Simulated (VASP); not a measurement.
A run of VASP 6.6.1:

The input INCAR:

```
PREC = Accurate
ENCUT = 600
EDIFF = 1E-7
ISMEAR = 1
SIGMA = 0.1
LREAL = F
LASPH = T
NELM = 60
ALGO = Normal
ISIF = 8
LWAVE = F
LCHARG = F
GGA = PS
IBRION = 2
NSW = 80
EDIFFG = -0.01
```

KPOINTS

```
regular mesh
0
Gamma
  8 8 8
```

POSCAR

```
Si7Ni5
1.0
    5.4310000000      0.0000000000      0.0000000000
    0.0000000000      5.4310000000      0.0000000000
    0.0000000000      0.0000000000      5.4310000000
Ni Si
5 7
Direct
    0.0000000000      0.0000000000      0.0000000000
    0.0000000000      0.5000000000      0.5000000000
    0.5000000000      0.0000000000      0.5000000000
    0.5000000000      0.5000000000      0.0000000000
    0.2500000000      0.2500000000      0.2500000000
    0.7500000000      0.7500000000      0.7500000000
    0.2500000000      0.7500000000      0.7500000000
    0.7500000000      0.2500000000      0.2500000000
    0.7500000000      0.2500000000      0.7500000000
    0.2500000000      0.7500000000      0.2500000000
    0.7500000000      0.7500000000      0.2500000000
    0.2500000000      0.2500000000      0.7500000000
```

Potentials or basis: VASP PAW PBE potentials, release 64 (Ni, Si).

Command:

```bash
$ cat potpaw_PBE.64/Ni/POTCAR potpaw_PBE.64/Si/POTCAR > POTCAR
$ mpirun -np 1 vasp_std > vasp.out
```

Hardware: 1 thread of Intel(R) Xeon(R) 6975P-C (Granite Rapids), with other jobs on the host.

**Question.** How long does it take, and how much memory?

**Answer.** Wall time 23 min on 1 thread of Intel(R) Xeon(R) 6975P-C (Granite Rapids) (shared host), peak memory 0.51 GiB. Counts: scf iterations 89, k points 35, ion steps 7.
